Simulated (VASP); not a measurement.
# Ti (Cc) in VASP: single point with PBEsol

Aim: the single point of Ti with PBEsol.

Program: VASP 6.6.1. These are calculated values, not measurements. Logs are shortened: lines on timing, memory, paths and dates and some standing lists are left out, and cuts for length are marked.

### Step 1. The cell of the first run

Symmetry: Cc, No. 9, monoclinic system. Conventional cell: a = 5.023 Å, b = 2.900 Å, c = 9.182 Å, α = 90.00°, β = 90.00°, γ = 90.00°. Ti (site symmetry 1) has 12 Ti at 2.72 to 2.98 Å within 3.6 Å. Ti (site symmetry 1) has 12 Ti at 2.72 to 2.98 Å within 3.6 Å.

### Step 2. Single point, PBEsol (atoms displaced along several vibrational modes)

INCAR

```
SYSTEM = Ti
ALGO     = Fast           ! electronic algorithm
EDIFF    = 1E-7           ! SCF threshold, eV
ENCUT    = 520            ! plane-wave cutoff, eV
GGA      = PS             ! functional
ISIF     = 2              ! what is computed and relaxed
ISMEAR   = 0              ! smearing method
LASPH    = .True.         ! aspherical terms in the spheres
LCHARG   = .True.         ! write CHGCAR
LELF     = .True.         ! ELF
LREAL    = .False.        ! projectors in reciprocal space
LVHAR    = .True.       
LWAVE    = .False.        ! write WAVECAR
NBANDS   = 32             ! bands
NELM     = 100            ! most SCF steps
PREC     = Accurate       ! precision mode
SIGMA    = 0.15           ! smearing width, eV
```

KPOINTS

```
k-points
0
Gamma
  18 18 6
  0 0 0
```

POSCAR

```
Ti
1.0
    2.9001878206      0.0000000000      0.0000000000
   -1.4500939103      2.5116363284      0.0000000000
    0.0000000000      0.0000000000      9.1816218367
Ti
4
Direct
    0.2751302063      0.6666666667      0.1250000000
    0.3915364603      0.6666666667      0.6250000000
    0.6375651032      0.3333333333      0.3750000000
    0.6957682302      0.3333333333      0.8750000000
```

Potentials or basis: VASP PAW PBE potentials, release 64 (Ti_sv).

Started as:

```console
> cat potpaw_PBE.64/Ti_sv/POTCAR > POTCAR
> mpirun -np 1 vasp_std > vasp.out
```

OUTCAR:

```text
SYSTEM = Ti
   EDIFF = 1E-7
   ENCUT = 520
   GGA = PS
   ISIF = 2
   ISMEAR = 0
   LASPH = .True.
   LREAL = .False.
   NELM = 100
   PREC = Accurate

 ion  position               nearest neighbor table
   1  0.275  0.667  0.125-   4 2.72   3 2.80   3 2.84   4 2.85   3 2.89
   2  0.392  0.667  0.625-   3 2.72   4 2.80   4 2.84   3 2.85   4 2.89
   3  0.638  0.333  0.375-   2 2.72   1 2.80   1 2.84   2 2.85   1 2.89
   4  0.696  0.333  0.875-   1 2.72   2 2.80   2 2.84   1 2.85   2 2.89

  LATTYP: Found a hexagonal cell.
 ALAT       =     2.9001878206
 C/A-ratio  =     3.1658714555

  Lattice vectors:

 A1 = (   2.9001878206,   0.0000000000,   0.0000000000)
 A2 = (  -1.4500939103,   2.5116363284,   0.0000000000)
 A3 = (   0.0000000000,   0.0000000000,   9.1816218367)

Analysis of symmetry for initial positions (statically):
=====================================================================
 Subroutine PRICEL returns:
 Original cell was already a primitive cell.

 Routine SETGRP: Setting up the symmetry group for a
 hexagonal supercell.

 Subroutine GETGRP returns: Found  2 space group operations
 (whereof  1 operations were pure point group operations)
 out of a pool of 24 trial point group operations.

The static configuration has the point symmetry C_1 .
 The point group associated with its full space group is C_1h.

Analysis of symmetry for dynamics (positions and initial velocities):
=====================================================================
 Subroutine PRICEL returns:
 Original cell was already a primitive cell.

 Routine SETGRP: Setting up the symmetry group for a
 hexagonal supercell.

 Subroutine GETGRP returns: Found  2 space group operations
 (whereof  1 operations were pure point group operations)
 out of a pool of 24 trial point group operations.

The dynamic configuration has the point symmetry C_1 .
 The point group associated with its full space group is C_1h.

 Subroutine INISYM returns: Found  2 space group operations
 (whereof  1 operations are pure point group operations),
 and found     1 'primitive' translations

----------------------------------------------------------------------------------------

                                     Primitive cell

  volume of cell :      66.8809

  direct lattice vectors                    reciprocal lattice vectors
     2.900187821  0.000000000  0.000000000     0.344805255  0.199073407  0.000000000
    -1.450093910  2.511636328  0.000000000     0.000000000  0.398146813  0.000000000
     0.000000000  0.000000000  9.181621837     0.000000000  0.000000000  0.108913220

  length of vectors
     2.900187821  2.900187821  9.181621837     0.398146813  0.398146813  0.108913220

  position of ions in fractional coordinates (direct lattice)
     0.275130206  0.666666667  0.125000000
     0.391536460  0.666666667  0.625000000
     0.637565103  0.333333333  0.375000000
     0.695768230  0.333333333  0.875000000

  ion indices of the primitive-cell ions
   primitive index   ion index
                 1           1
                 2           2
                 3           3
                 4           4

----------------------------------------------------------------------------------------

 KPOINTS: k-points

Automatic generation of k-mesh.
 Grid dimensions read from file:
 generate k-points for:   18   18    6

 Generating k-lattice:

  Cartesian coordinates                     Fractional coordinates (reciprocal lattice)
     0.019155847  0.011059634  0.000000000     0.055555556 -0.000000000  0.000000000
     0.000000000  0.022119267  0.000000000     0.000000000  0.055555556  0.000000000
     0.000000000  0.000000000  0.018152203     0.000000000  0.000000000  0.166666667

  Length of vectors
     0.022119267  0.022119267  0.018152203

  Shift w.r.t. Gamma in fractional coordinates (k-lattice)
     0.000000000  0.000000000  0.000000000

 Subroutine IBZKPT returns following result:
 ===========================================

 Found    524 irreducible k-points:

 Following reciprocal coordinates:
            Coordinates               Weight
  0.000000  0.000000  0.000000      1.000000
  0.055556 -0.000000  0.000000      4.000000
  0.000000  0.055556  0.000000      2.000000
  0.111111 -0.000000  0.000000      4.000000
  0.000000  0.111111  0.000000      2.000000
  0.166667 -0.000000  0.000000      4.000000
[... 16 lines left out ...]
 -0.055556  0.166667  0.000000      4.000000
 -0.166667  0.111111  0.000000      4.000000
 [... further k-points ...]
   k-points           NKPTS =    524   k-points in BZ     NKDIM =    524   number of bands    NBANDS=     32
   number of dos      NEDOS =    301   number of ions     NIONS =      4
   total plane-waves  NPLWV =  40320
   dimension x,y,z NGX =    24 NGY =   24 NGZ =   70
   dimension x,y,z NGXF=    48 NGYF=   48 NGZF=  140
   ions per type =               4
   NGX,Y,Z   is equivalent  to a cutoff of  13.76, 13.76, 12.67 a.u.
   NGXF,Y,Z  is equivalent  to a cutoff of  27.51, 27.51, 25.35 a.u.
 SYSTEM =  Ti
   PREC   = accura    normal or accurate (medium, high low for compatibility)
   ISTART =      0    job   : 0-new  1-cont  2-samecut
   ICHARG =      2    charge: 1-file 2-atom 10-const
   ISPIN  =      1    spin polarized calculation?
   LNONCOLLINEAR =      F non collinear calculations
   LSORBIT =      F    spin-orbit coupling
   LASPH  =      T    aspherical Exc in radial PAW
   ENCUT  =  520.0 eV  38.22 Ry    6.18 a.u.   5.39  5.39 17.07*2*pi/ulx,y,z
   NELM   =    100;   NELMIN=  2; NELMDL= -5     # of ELM steps
   EDIFF  = 0.1E-06   stopping-criterion for ELM
   LREAL  =      F    real-space projection
   EDIFFG = 0.1E-05   stopping-criterion for IOM
   NSW    =      0    number of steps for IOM
   IBRION =     -1    ionic relax: 0-MD 1-quasi-New 2-CG
   NFREE  =      0    steps in history (QN), initial steepest desc. (CG)
   ISIF   =      2    stress and relaxation
   ISYM   =      2    0-nonsym 1-usesym 2-fastsym
   POTIM  = 0.5000    time-step for ionic-motion
   TEBEG  =    0.0;   TEEND  =   0.0 temperature during run
   PSTRESS=    0.0 pullay stress
   NELECT =      48.0000    total number of electrons
   NUPDOWN=      -1.0000    fix difference up-down
   EMIN   =  10.00;   EMAX   =-10.00  energy-range for DOS
   EFERMI =   0.00;   METHOD = LEGACY
   ISMEAR =     0;   SIGMA  =   0.15  broadening in eV -4-tet -1-fermi 0-gaus
   EFERMI_NEDOS =   21; number of points for ismear=-14 and -15
   IALGO  =     68    algorithm
   IMIX   =      4    mixing-type and parameters
     AMIX     =   0.40;   BMIX     =  1.00
     AMIX_MAG =   1.60;   BMIX_MAG =  1.00
  volume/ion in A,a.u.               =      16.72       112.83
  Fermi-wavevector in a.u.,A,eV,Ry     =   1.465732  2.769831 29.230341  2.148369
  Thomas-Fermi vector in A             =   2.581554
   LORBIT       =      0    0 simple, 1 ext, 2 COOP (PROOUT), +10 PAW based schemes
   GGA     = PS    functional components
   LHFCALC =     F    Hartree Fock is set to
   AEXX    =    0.0000 exact exchange contribution
   IVDW    =     0    specifies the selected vdW correction
   LEPSILON=     F    determine dielectric tensor
   LRPA    =     F    only Hartree local field effects (RPA)
 non-spin polarized calculation
 RMM-DIIS sequential band-by-band and
 Gauss-broadening in eV      SIGMA  =   0.15
  energy-cutoff  :      520.00
  volume of cell :       66.88
 maximum number of plane-waves:      1847
 NGX is ok and might be reduce to    24
   NGX = 11   NGY = 11   NGZ = 35

 number of electron      48.0000008 magnetization

 Free energy of the ion-electron system (eV)
  ---------------------------------------------------
  ext. energy  EPLUGINS =         0.00000000
  ---------------------------------------------------
  free energy    TOTEN  =       -33.33052904 eV

  energy without entropy =      -33.28214063  energy(sigma->0) =      -33.30633483

 E-fermi :   8.5795     XC(G=0): -11.8163

 val. band max:        8.5782528850   @ k =  -0.3333  -0.2778   0.3333
 cond. band min:       8.5794892355   @ k =   0.3889   0.3333   0.5000
 fundamental gap:      0.0012363506
 Fermi energy:         8.5794879378

 k-point     1 :       0.0000    0.0000    0.0000
  band No.  band energies     occupation
      1     -47.9432      2.00000
      2     -47.8643      2.00000
      3     -47.8553      2.00000
      4     -47.7750      2.00000
      5     -24.6858      2.00000
      6     -24.2879      2.00000
[... 24 lines left out ...]
     31       9.9489      0.00000
     32       9.9532      0.00000

 k-point     2 :       0.0556   -0.0000    0.0000
  band No.  band energies     occupation
      1     -47.9396      2.00000
      2     -47.8617      2.00000
      3     -47.8527      2.00000
      4     -47.7735      2.00000
      5     -24.6782      2.00000
      6     -24.2902      2.00000
[... 24 lines left out ...]
     31       9.9107      0.00000
     32      10.0075      0.00000

 k-point     3 :       0.0000    0.0556    0.0000
  band No.  band energies     occupation
      1     -47.9395      2.00000
      2     -47.8617      2.00000
      3     -47.8527      2.00000
      4     -47.7735      2.00000
      5     -24.6780      2.00000
      6     -24.2907      2.00000
[... 24 lines left out ...]
     31       9.9091      0.00000
     32      10.0001      0.00000

 k-point     4 :       0.1111   -0.0000    0.0000
  band No.  band energies     occupation
      1     -47.9291      2.00000
      2     -47.8544      2.00000
      3     -47.8453      2.00000
      4     -47.7693      2.00000
      5     -24.6561      2.00000
      6     -24.2989      2.00000
[... 24 lines left out ...]
     31       9.9887      0.00000
     32      10.1851      0.00000

 k-point     5 :       0.0000    0.1111    0.0000
  band No.  band energies     occupation
      1     -47.9290      2.00000
      2     -47.8544      2.00000
      3     -47.8453      2.00000
      4     -47.7695      2.00000
      5     -24.6552      2.00000
      6     -24.3006      2.00000
[... 584 lines left out ...]
     31       9.8786      0.00000
     32      10.1268      0.00000

 k-point    22 :       0.1111    0.0556    0.0000
  band No.  band energies     occupation
      1     -47.9190      2.00000
      2     -47.8475      2.00000
      3     -47.8383      2.00000
      4     -47.7656      2.00000
      5     -24.6341      2.00000
      6     -24.3109      2.00000
[... 24 lines left out ...]
     31       9.9249      0.00000
     32      10.1138      0.00000

 k-point    23 :      -0.0556    0.1667    0.0000
  band No.  band energies     occupation
      1     -47.9189      2.00000
      2     -47.8475      2.00000
      3     -47.8383      2.00000
      4     -47.7657      2.00000
      5     -24.6334      2.00000
      6     -24.3122      2.00000
[... 24 lines left out ...]
     31       9.9413      0.00000
     32      10.1250      0.00000

 k-point    24 :      -0.1667    0.1111    0.0000
  band No.  band energies     occupation
      1     -47.9192      2.00000
      2     -47.8475      2.00000
      3     -47.8383      2.00000
      4     -47.7655      2.00000
      5     -24.6352      2.00000
      6     -24.3087      2.00000
[... 24 lines left out ...]
     31       9.9169      0.00000
     32      10.0865      0.00000

 [... further k-points ...]

------------------------ aborting loop because EDIFF is reached ----------------------------------------

  FORCE on cell =-STRESS in cart. coord.  units (eV):
  Direction    XX          YY          ZZ          XY          YZ          ZX
  --------------------------------------------------------------------------------------
  -------------------------------------------------------------------------------------
  Total       -0.1473387     -0.3430173     -0.0822160      0.0000000      0.0827103      0.0000000
  in kB       -3.5295971     -8.2172090     -1.9695399      0.0000000      1.9813808      0.0000000
  external PRESSURE =      -4.5721153 kB  Pullay stress =       0.0000000 kB

 VOLUME and BASIS-vectors are now :
 -----------------------------------------------------------------------------
  energy-cutoff  :      520.00
  volume of cell :       66.88
      direct lattice vectors                 reciprocal lattice vectors
     2.900187821  0.000000000  0.000000000     0.344805255  0.199073407  0.000000000
    -1.450093910  2.511636328  0.000000000     0.000000000  0.398146813  0.000000000
     0.000000000  0.000000000  9.181621837     0.000000000  0.000000000  0.108913220

 POSITION                                       TOTAL-FORCE (eV/Angst)
 -----------------------------------------------------------------------------------
     -0.16880      1.67442      1.14770         0.241210      0.014127      0.044258
      0.16880      1.67442      5.73851        -0.241210      0.014127      0.044258
      1.36569      0.83721      3.44311         0.118203     -0.014127     -0.044258
      1.53449      0.83721      8.03392        -0.118203     -0.014127     -0.044258
 -----------------------------------------------------------------------------------
    total drift:                                0.000001     -0.000009      0.000004

  FREE ENERGIE OF THE ION-ELECTRON SYSTEM (eV)
  ---------------------------------------------------
  free  energy   TOTEN  =       -33.3305290380 eV

  energy  without entropy=      -33.2821406298  energy(sigma->0) =      -33.30633483
```

It took 36 min on 1 thread of Intel Xeon 6975P-C (Granite Rapids), shared host; peak memory 0.83 GiB.

What came out:

* Free energy: -33.3305 eV
* Pressure: -0.5 GPa
* Largest force: 0.246 eV/Å
* Band gap on the k mesh: zero (bands 24 and 25 overlap by 1.08 eV)

Forces in eV/Å, atoms in the order of the input:
```
Ti   0.241  0.014  0.044
Ti  -0.241  0.014  0.044
Ti   0.118 -0.014 -0.044
Ti  -0.118 -0.014 -0.044
```

Caveat: the cell differs from its parent crystal (atoms displaced along several vibrational modes); the PAW data sets were made with another functional, which shifts forces and pressure a little.
